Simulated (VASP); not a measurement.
Here is a VASP 6.6.1 calculation.

File INCAR:

```
SYSTEM = SrO
ALGO     = Normal         ! electronic algorithm
EDIFF    = 1E-8           ! SCF threshold, eV
ENCUT    = 520            ! plane-wave cutoff, eV
GGA      = CA             ! functional
ISIF     = 2              ! what is computed and relaxed
ISMEAR   = -1             ! smearing method
LASPH    = .True.         ! aspherical terms in the spheres
LCHARG   = .False.        ! write CHGCAR
LEFG     = .True.       
LREAL    = .False.        ! projectors in reciprocal space
LWAVE    = .False.        ! write WAVECAR
NBANDS   = 15             ! bands
NELM     = 80             ! most SCF steps
PREC     = Accurate       ! precision mode
SIGMA    = 0.02           ! smearing width, eV
```

The input KPOINTS:

```
k-points
0
Gamma
  8 8 8
  0 0 0
```

The input POSCAR:

```
SrO
1.0
    0.0000000000      2.5698000000      2.5954980000
    2.5698000000      0.0000000000      2.5954980000
    2.5698000000      2.5698000000      0.0000000000
Sr O
1 1
Direct
    0.0000000000      0.0000000000      0.0000000000
    0.5000000000      0.5000000000      0.5000000000
```

Potentials or basis: VASP PAW LDA potentials, release 64 (Sr_sv, O).

Run with:

```console
$ cat potpaw_LDA.64/Sr_sv/POTCAR potpaw_LDA.64/O/POTCAR > POTCAR
$ mpirun -np 1 vasp_std > vasp.out
```

(1) Predict the pressure.

(2) Predict the band gap on the k mesh.

Answers

(1) -4.3 GPa.

(2) 3.08 eV (least direct gap 3.17 eV).

Caveat: the cell differs from its parent crystal (zz strain of +1 %); the cell stands under tension; without QUAD_EFG the Cq values of the log hold for a quadrupole moment of 1 mb, not for the nuclei.
